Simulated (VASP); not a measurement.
# K7Na4Cl12 (a cell with a defect) in VASP: single point with PBEsol

Aim: the single point of K7Na4Cl12 (a cell with a defect) with PBEsol.

Program: VASP 6.6.1. These are calculated values, not measurements. Logs are shortened: lines on timing, memory, paths and dates and some standing lists are left out, and cuts for length are marked.

## Step 1: The cell of the first run

The cell holds a defect, 23 atoms: a = 8.503 Å, b = 8.503 Å, c = 10.514 Å, α = 90.00°, β = 90.00°, γ = 120.00°.

## Step 2: Single point, PBEsol

Contents of INCAR:

```
SYSTEM = K7Na4Cl12
  PREC = Accurate
  ENCUT = 520
  EDIFF = 1E-6
  ISMEAR = 0
  SIGMA = 0.05
  LREAL = Auto
  LASPH = .TRUE.
  NELM = 100
  ALGO = Normal
  ISIF = 2
  LWAVE = .FALSE.
  LCHARG = .FALSE.
  GGA = PS
  NBANDS = 104
  NELECT = 176.0
```

Contents of KPOINTS:

```
regular mesh
0
G
  3 3 2
  0 0 0
```

Contents of POSCAR:

```
K7Na4Cl12
1.0
    8.5028257657      0.0000000000      0.0000000000
   -4.2514128828      7.3636631170      0.0000000000
    0.0000000000      0.0000000000     10.5135001950
K Na Cl
7 4 12
Direct
    0.1655787748      0.5827894258      0.6729148113
    0.6286110882      0.3143055247      0.6704982993
    0.7057956752      0.8528977902      0.6839716428
    0.3319211919      0.1659606069      0.3388943676
    0.3186214966      0.6593107157      0.3140139762
    0.8175636050      0.1407663528      0.3197521223
    0.8175635688      0.6767972571      0.3197521223
    0.0149509591      0.0074754914     -0.0137444236
    0.0101904124      0.5050952143      0.0100179767
    0.5120010251      0.0210935777     -0.0012634232
    0.5120011075      0.4909074387     -0.0012634232
    0.1639620564      0.3245424135      0.1487857489
    0.1639621735      0.8394197157      0.1487857489
    0.6661355706      0.3330677899      0.1514496572
    0.6708311775      0.8354155944      0.1379214318
    0.3440710571      0.1720355725      0.8679985572
    0.3801333482      0.6900667398      0.8911669593
    0.8527052994      0.1983212671      0.8503310823
    0.8527052250      0.6543840916      0.8503310823
   -0.0048885781     -0.0024442998      0.4896955252
   -0.0577632996      0.4711183748      0.4595151862
    0.4833402195     -0.0319793283      0.5063473535
    0.4833402402      0.5153194734      0.5063473535
```

Potentials or basis: VASP PAW PBE potentials, release 64 (K_sv, Na_pv, Cl).

Run with:

```sh
cat potpaw_PBE.64/K_sv/POTCAR potpaw_PBE.64/Na_pv/POTCAR potpaw_PBE.64/Cl/POTCAR > POTCAR
mpirun -np 1 vasp_std > vasp.out
```

OUTCAR:

```text
SYSTEM = K7Na4Cl12
   PREC = Accurate
   ENCUT = 520
   EDIFF = 1E-6
   ISMEAR = 0
   LREAL = Auto
   LASPH = .TRUE.
   NELM = 100
   ISIF = 2
   GGA = PS
   NELECT = 176.0

 ion  position               nearest neighbor table
   1  0.166  0.583  0.673-  21 2.78  17 2.79
   2  0.629  0.314  0.670-  16 2.95  23 3.09  22 3.09  18 3.17  19 3.17  21 3.20
   3  0.706  0.853  0.684-  20 2.95  19 3.09  18 3.09  23 3.14  22 3.14
   4  0.332  0.166  0.339-  20 2.94  23 3.12  22 3.12  13 3.13  12 3.13  14 3.15
   5  0.319  0.659  0.314-  12 3.02  13 3.02  22 3.04  23 3.04  21 3.17  15 3.19
   6  0.818  0.141  0.320-  21 2.86  15 2.95  20 2.97  14 3.09  12 3.12  22 3.15
   7  0.818  0.677  0.320-  21 2.86  15 2.95  20 2.97  14 3.09  13 3.12  23 3.15
   8  0.015  0.007  0.986-  16 2.72
   9  0.010  0.505  0.010-
  10  0.512  0.021  0.999-  17 2.70  16 2.72
  11  0.512  0.491  0.999-  17 2.70  16 2.72
  12  0.164  0.325  0.149-   5 3.02   6 3.12   4 3.13
  13  0.164  0.839  0.149-   5 3.02   7 3.12   4 3.13
  14  0.666  0.333  0.151-   7 3.09   6 3.09   4 3.15
  15  0.671  0.835  0.138-   7 2.95   6 2.95   5 3.19
  16  0.344  0.172  0.868-  11 2.72  10 2.72   8 2.72   2 2.95
  17  0.380  0.690  0.891-  10 2.70  11 2.70   1 2.79
  18  0.853  0.198  0.850-   3 3.09   2 3.17
  19  0.853  0.654  0.850-   3 3.09   2 3.17
  20  0.995  0.998  0.490-   4 2.94   3 2.95   7 2.97   6 2.97
  21  0.942  0.471  0.460-   1 2.78   7 2.86   6 2.86   5 3.17   2 3.20
  22  0.483  0.968  0.506-   5 3.04   2 3.09   4 3.12   3 3.14   6 3.15
  23  0.483  0.515  0.506-   5 3.04   2 3.09   4 3.12   3 3.14   7 3.15

  LATTYP: Found a hexagonal cell.
 ALAT       =     8.5028257657
 C/A-ratio  =     1.2364713196

  Lattice vectors:

 A1 = (   8.5028257657,   0.0000000000,   0.0000000000)
 A2 = (  -4.2514128828,   7.3636631170,   0.0000000000)
 A3 = (   0.0000000000,   0.0000000000,  10.5135001950)

Analysis of symmetry for initial positions (statically):
=====================================================================
 Subroutine PRICEL returns:
 Original cell was already a primitive cell.

 Routine SETGRP: Setting up the symmetry group for a
 hexagonal supercell.

 Subroutine GETGRP returns: Found  2 space group operations
 (whereof  2 operations were pure point group operations)
 out of a pool of 24 trial point group operations.

The static configuration has the point symmetry C_1h.

Analysis of symmetry for dynamics (positions and initial velocities):
=====================================================================
 Subroutine PRICEL returns:
 Original cell was already a primitive cell.

 Routine SETGRP: Setting up the symmetry group for a
 hexagonal supercell.

 Subroutine GETGRP returns: Found  2 space group operations
 (whereof  2 operations were pure point group operations)
 out of a pool of 24 trial point group operations.

The dynamic configuration has the point symmetry C_1h.

 Subroutine INISYM returns: Found  2 space group operations
 (whereof  2 operations are pure point group operations),
 and found     1 'primitive' translations

----------------------------------------------------------------------------------------

                                     Primitive cell

  volume of cell :     658.2707

  direct lattice vectors                    reciprocal lattice vectors
     8.502825766  0.000000000  0.000000000     0.117607961  0.067900988  0.000000000
    -4.251412883  7.363663117  0.000000000     0.000000000  0.135801976  0.000000000
     0.000000000  0.000000000 10.513500195     0.000000000  0.000000000  0.095115802

  length of vectors
     8.502825766  8.502825766 10.513500195     0.135801976  0.135801976  0.095115802

  position of ions in fractional coordinates (direct lattice)
     0.165578775  0.582789426  0.672914811
     0.628611088  0.314305525  0.670498299
     0.705795675  0.852897790  0.683971643
     0.331921192  0.165960607  0.338894368
     0.318621497  0.659310716  0.314013976
     0.817563605  0.140766353  0.319752122
[... 15 lines left out ...]
     0.483340220  0.968020672  0.506347353
     0.483340240  0.515319473  0.506347353

  ion indices of the primitive-cell ions
   primitive index   ion index
                 1           1
                 2           2
                 3           3
                 4           4
                 5           5
                 6           6
[... 15 lines left out ...]
                22          22
                23          23

----------------------------------------------------------------------------------------

 KPOINTS: regular mesh

Automatic generation of k-mesh.
 Grid dimensions read from file:
 generate k-points for:    3    3    2

 Generating k-lattice:

  Cartesian coordinates                     Fractional coordinates (reciprocal lattice)
     0.039202654  0.022633663  0.000000000     0.333333333  0.000000000  0.000000000
     0.000000000  0.045267325  0.000000000     0.000000000  0.333333333  0.000000000
     0.000000000  0.000000000  0.047557901     0.000000000  0.000000000  0.500000000

  Length of vectors
     0.045267325  0.045267325  0.047557901

  Shift w.r.t. Gamma in fractional coordinates (k-lattice)
     0.000000000  0.000000000  0.000000000

 Subroutine IBZKPT returns following result:
 ===========================================

 Found      8 irreducible k-points:

 Following reciprocal coordinates:
            Coordinates               Weight
  0.000000  0.000000  0.000000      1.000000
  0.333333  0.000000  0.000000      2.000000
  0.000000  0.333333  0.000000      4.000000
  0.333333  0.333333  0.000000      2.000000
  0.000000  0.000000  0.500000      1.000000
  0.333333  0.000000  0.500000      2.000000
  0.000000  0.333333  0.500000      4.000000
  0.333333  0.333333  0.500000      2.000000
   k-points           NKPTS =      8   k-points in BZ     NKDIM =      8   number of bands    NBANDS=    104
   number of dos      NEDOS =    301   number of ions     NIONS =     23
   total plane-waves  NPLWV = 327680
   dimension x,y,z NGX =    64 NGY =   64 NGZ =   80
   dimension x,y,z NGXF=   128 NGYF=  128 NGZF=  160
   ions per type =               7   4  12
   NGX,Y,Z   is equivalent  to a cutoff of  12.51, 12.51, 12.65 a.u.
   NGXF,Y,Z  is equivalent  to a cutoff of  25.03, 25.03, 25.30 a.u.
 SYSTEM =  K7Na4Cl12
   PREC   = accura    normal or accurate (medium, high low for compatibility)
   ISTART =      0    job   : 0-new  1-cont  2-samecut
   ICHARG =      2    charge: 1-file 2-atom 10-const
   ISPIN  =      1    spin polarized calculation?
   LNONCOLLINEAR =      F non collinear calculations
   LSORBIT =      F    spin-orbit coupling
   LASPH  =      T    aspherical Exc in radial PAW
   ENCUT  =  520.0 eV  38.22 Ry    6.18 a.u.  15.81 15.81 19.55*2*pi/ulx,y,z
   NELM   =    100;   NELMIN=  2; NELMDL= -5     # of ELM steps
   EDIFF  = 0.1E-05   stopping-criterion for ELM
   LREAL  =      T    real-space projection
   EDIFFG = 0.1E-04   stopping-criterion for IOM
   NSW    =      0    number of steps for IOM
   IBRION =     -1    ionic relax: 0-MD 1-quasi-New 2-CG
   NFREE  =      0    steps in history (QN), initial steepest desc. (CG)
   ISIF   =      2    stress and relaxation
   ISYM   =      2    0-nonsym 1-usesym 2-fastsym
   POTIM  = 0.5000    time-step for ionic-motion
   TEBEG  =    0.0;   TEEND  =   0.0 temperature during run
   PSTRESS=    0.0 pullay stress
   NELECT =     176.0000    total number of electrons
   NUPDOWN=      -1.0000    fix difference up-down
   EMIN   =  10.00;   EMAX   =-10.00  energy-range for DOS
   EFERMI =   0.00;   METHOD = LEGACY
   ISMEAR =     0;   SIGMA  =   0.05  broadening in eV -4-tet -1-fermi 0-gaus
   EFERMI_NEDOS =   21; number of points for ismear=-14 and -15
   IALGO  =     38    algorithm
   IMIX   =      4    mixing-type and parameters
     AMIX     =   0.40;   BMIX     =  1.00
     AMIX_MAG =   1.60;   BMIX_MAG =  1.00
  volume/ion in A,a.u.               =      28.62       193.14
  Fermi-wavevector in a.u.,A,eV,Ry     =   1.054656  1.993011 15.133754  1.112300
  Thomas-Fermi vector in A             =   2.189825
   LORBIT       =      0    0 simple, 1 ext, 2 COOP (PROOUT), +10 PAW based schemes
   GGA     = PS    functional components
   LHFCALC =     F    Hartree Fock is set to
   AEXX    =    0.0000 exact exchange contribution
   IVDW    =     0    specifies the selected vdW correction
   LEPSILON=     F    determine dielectric tensor
   LRPA    =     F    only Hartree local field effects (RPA)
 non-spin polarized calculation
 Gauss-broadening in eV      SIGMA  =   0.05
  energy-cutoff  :      520.00
  volume of cell :      658.27
 maximum number of plane-waves:     17790
 NGX is ok and might be reduce to    64
   NGX = 31   NGY = 31   NGZ = 39

 number of electron     175.9999997 magnetization

 Free energy of the ion-electron system (eV)
  ---------------------------------------------------
  ext. energy  EPLUGINS =         0.00000000
  ---------------------------------------------------
  free energy    TOTEN  =       -78.42364325 eV

  energy without entropy =      -78.42364325  energy(sigma->0) =      -78.42364325

 E-fermi :  -1.1791     XC(G=0):  -7.8229

 val. band max:       -1.4381520943   @ k =   0.0000   0.0000   0.0000
 cond. band min:       3.3072606453   @ k =   0.0000   0.0000   0.0000
 fundamental gap:      4.7454127396
 Fermi energy:        -1.1790502308

 k-point     1 :       0.0000    0.0000    0.0000
  band No.  band energies     occupation
      1     -29.1030      2.00000
      2     -28.9201      2.00000
      3     -28.8402      2.00000
      4     -28.8170      2.00000
      5     -28.7807      2.00000
      6     -28.5783      2.00000
[... 92 lines left out ...]
     99       5.9953      0.00000
    100       6.0652      0.00000

 k-point     2 :       0.3333    0.0000    0.0000
  band No.  band energies     occupation
      1     -29.1030      2.00000
      2     -28.9200      2.00000
      3     -28.8402      2.00000
      4     -28.8170      2.00000
      5     -28.7807      2.00000
      6     -28.5784      2.00000
[... 92 lines left out ...]
     99       6.0852      0.00000
    100       6.1263      0.00000

 k-point     3 :       0.0000    0.3333    0.0000
  band No.  band energies     occupation
      1     -29.1030      2.00000
      2     -28.9200      2.00000
      3     -28.8403      2.00000
      4     -28.8169      2.00000
      5     -28.7808      2.00000
      6     -28.5769      2.00000
[... 92 lines left out ...]
     99       6.0554      0.00000
    100       6.1213      0.00000

 k-point     4 :       0.3333    0.3333    0.0000
  band No.  band energies     occupation
      1     -29.1030      2.00000
      2     -28.9199      2.00000
      3     -28.8403      2.00000
      4     -28.8169      2.00000
      5     -28.7808      2.00000
      6     -28.5770      2.00000
[... 92 lines left out ...]
     99       6.1406      0.00000
    100       6.1695      0.00000

 k-point     5 :       0.0000    0.0000    0.5000
  band No.  band energies     occupation
      1     -29.1030      2.00000
      2     -28.9201      2.00000
      3     -28.8402      2.00000
      4     -28.8170      2.00000
      5     -28.7807      2.00000
      6     -28.5783      2.00000
[... 92 lines left out ...]
     99       5.9758      0.00000
    100       6.0388      0.00000

 k-point     6 :       0.3333    0.0000    0.5000
  band No.  band energies     occupation
      1     -29.1030      2.00000
      2     -28.9200      2.00000
      3     -28.8402      2.00000
      4     -28.8170      2.00000
      5     -28.7807      2.00000
      6     -28.5784      2.00000
[... 92 lines left out ...]
     99       6.0442      0.00000
    100       6.1080      0.00000

 k-point     7 :       0.0000    0.3333    0.5000
  band No.  band energies     occupation
      1     -29.1030      2.00000
      2     -28.9200      2.00000
      3     -28.8403      2.00000
      4     -28.8169      2.00000
      5     -28.7808      2.00000
      6     -28.5769      2.00000
[... 92 lines left out ...]
     99       6.0416      0.00000
    100       6.1507      0.00000

 k-point     8 :       0.3333    0.3333    0.5000
  band No.  band energies     occupation
      1     -29.1030      2.00000
      2     -28.9199      2.00000
      3     -28.8403      2.00000
      4     -28.8169      2.00000
      5     -28.7808      2.00000
      6     -28.5770      2.00000
[... 92 lines left out ...]
     99       6.0821      0.00000
    100       6.2612      0.00000
 [bands above 100 left out]

------------------------ aborting loop because EDIFF is reached ----------------------------------------

  FORCE on cell =-STRESS in cart. coord.  units (eV):
  Direction    XX          YY          ZZ          XY          YZ          ZX
  --------------------------------------------------------------------------------------
  -------------------------------------------------------------------------------------
  Total        4.7864789      5.0493689      8.4772139     -0.2276694      1.9495901      3.3767891
  in kB       11.6499004     12.2897533     20.6328492     -0.5541289      4.7451439      8.2188302
  external PRESSURE =      14.8575010 kB  Pullay stress =       0.0000000 kB

 VOLUME and BASIS-vectors are now :
 -----------------------------------------------------------------------------
  energy-cutoff  :      520.00
  volume of cell :      658.27
      direct lattice vectors                 reciprocal lattice vectors
     8.502825766  0.000000000  0.000000000     0.117607961  0.067900988  0.000000000
    -4.251412883  7.363663117  0.000000000     0.000000000  0.135801976  0.000000000
     0.000000000  0.000000000 10.513500195     0.000000000  0.000000000  0.095115802

 POSITION                                       TOTAL-FORCE (eV/Angst)
 -----------------------------------------------------------------------------------
     -1.06979      4.29146      7.07469         0.033085      0.019102     -0.000275
      4.00873      2.31444      7.04928         0.026390      0.015236     -0.014348
      2.37524      6.28045      7.19094        -0.015739     -0.009087      0.030877
      2.11670      1.22208      3.56297         0.003305      0.001908     -0.009241
     -0.09382      4.85494      3.30139        -0.007459     -0.004307      0.005072
      6.35314      1.03656      3.36171         0.011093     -0.004801     -0.006238
[... 15 lines left out ...]
     -0.00570      7.12818      5.32348        -0.020236     -0.009948      0.002329
      1.91892      3.79464      5.32348        -0.018733     -0.012552      0.002329
 -----------------------------------------------------------------------------------
    total drift:                               -0.003168     -0.003147      0.009140

  FREE ENERGIE OF THE ION-ELECTRON SYSTEM (eV)
  ---------------------------------------------------
  free  energy   TOTEN  =       -78.4236432462 eV

  energy  without entropy=      -78.4236432462  energy(sigma->0) =      -78.42364325
```

Run time: 19 min. Hardware: 1 thread of Intel Xeon 8259CL, shared host; peak memory 0.86 GiB.

Results:

```
Free energy   : -78.4236 eV
Largest force : 0.050 eV/Å
```

Forces in eV/Å, atoms in the order of the input:
```
K    0.033  0.019  0.000
K    0.026  0.015 -0.014
K   -0.016 -0.009  0.031
K    0.003  0.002 -0.009
K   -0.007 -0.004  0.005
K    0.011 -0.005 -0.006
K    0.001  0.012 -0.006
Na   0.012  0.007  0.008
Na   0.002  0.001 -0.012
Na  -0.005 -0.001 -0.011
Na  -0.004 -0.004 -0.011
Cl   0.000 -0.001 -0.007
Cl  -0.001  0.000 -0.007
Cl   0.001  0.001 -0.002
Cl  -0.004 -0.002 -0.029
Cl  -0.021 -0.012  0.017
Cl   0.030  0.017  0.036
Cl   0.005 -0.017  0.000
Cl  -0.012  0.013  0.000
Cl   0.012  0.007  0.009
Cl  -0.028 -0.016  0.005
Cl  -0.020 -0.010  0.002
Cl  -0.019 -0.013  0.002
```

Levels at points of the mesh, in eV from the Fermi level:
| k point | band 86 | band 87 | band 88 | band 89 | band 90 | band 91 |
| --- | --- | --- | --- | --- | --- | --- |
| (0.00, 0.00, 0.00) | -0.37 | -0.29 | -0.26 | 4.49 | 6.18 | 6.21 |
| (0.00, 0.00, 0.50) | -0.38 | -0.34 | -0.30 | 5.07 | 5.24 | 6.30 |

Caveat: the cell carries a net charge on a neutralising background, which shifts energy and pressure; the cell is charged against a uniform background, so pressure and absolute levels hang on convention; the PAW data sets were made with another functional, which shifts forces and pressure a little.
